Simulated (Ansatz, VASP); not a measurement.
Pt in VASP and in Ansatz

Contents of POSCAR:

```
Pt
1.0
    0.0000000000     -3.1389727827      0.0000000000
   -3.1389727827      0.0000000000      0.0000000000
    0.0000000000      0.0000000000     -3.1389727827
Pt
2
Direct
    0.4678123055      0.4678123055      0.4678123055
    0.0321876945      0.0321876945      0.0321876945
```

File INCAR.step1:

```
SYSTEM = Pt
ALGO = Normal
EDIFF = 1E-4
ENCUT = 520
GGA = PE
ISMEAR = 0
LASPH = .TRUE.
LCHARG = .FALSE.
LREAL = .FALSE.
LWAVE = .TRUE.
NBANDS = 17
NELM = 100
PREC = Accurate
SIGMA = 0.15
```

File INCAR.step2:

```
SYSTEM = Pt
ALGO = Normal
EDIFF = 1E-6
ENCUT = 520
ISIF = 2
ISMEAR = 0
ISTART = 1
LASPH = .TRUE.
LCHARG = .TRUE.
LELF = .TRUE.
LMIXTAU = .TRUE.
LREAL = .FALSE.
LVHAR = .TRUE.
LWAVE = .FALSE.
METAGGA = R2SCAN
NBANDS = 17
NELM = 100
PREC = Accurate
SIGMA = 0.15
```

KPOINTS

```
k-points
0
G
  20 20 20
  0 0 0
```

Input for Ansatz:

```yaml
crystal:
  lattice:
    - [0.0, -3.1389727827, 0.0]
    - [-3.1389727827, 0.0, 0.0]
    - [0.0, 0.0, -3.1389727827]
  atoms:
    - { symbol: Pt, position: [0.4678123055, 0.4678123055, 0.4678123055] }
    - { symbol: Pt, position: [0.0321876945, 0.0321876945, 0.0321876945] }
basis:
  ecutwfc: 500
kpoints:
  mp_grid: { grid: [20, 20, 20] }
hamiltonian:
  xc: r2scan
scf:
  occupations: { method: gaussian, width: 0.15 }
output:
  forces: true
  stress: true
  eigenvalues: true
```

Change from the starting cell: mode 4 (144.5 1/cm) frozen in, largest displacement +0.175 Å.

Alike in both runs: task single point; functional r2SCAN; k mesh 20 × 20 × 20; occupations gaussian, width 0.15 eV; no spin polarisation.

|  | VASP | Ansatz |
| --- | --- | --- |
| version | VASP 6.6.1 | Ansatz 0.2.0 |
| potentials or method | VASP PAW PBE potentials, release 64 (Pt), cutoff 520 eV | scalar-relativistic, plane waves, PAW |
| valence electrons in the cell | 20 | 36 |

Ansatz gave:

```
gap on the k mesh at the Fermi level (eV)                     : none
pressure (GPa)                                                : 14.6
traceless stress, the component that is largest in VASP (GPa) : 9.24
rms of the force components (eV/Å)                            : 2.352
```

Task: Which values does VASP return?

Result: gap on the k mesh at the Fermi level (eV): none; pressure (GPa): 15.3; traceless stress, the component that is largest in VASP (GPa): 9.25; rms of the force components (eV/Å): 2.370.

VASP's potentials were made for PBE, not for r2SCAN. Atom by atom the forces differ by 0.019 eV/Å (rms over components). A gap of «none» marks a metal or a gap that the smearing closes. With one functional, cell and mesh, what is left measures potentials, basis and numerics. VASP's potentials hold 20 valence electrons a cell and Ansatz's 36, so a difference there can come from the potentials and not from the codes.

Neither program's run includes spin-orbit coupling.
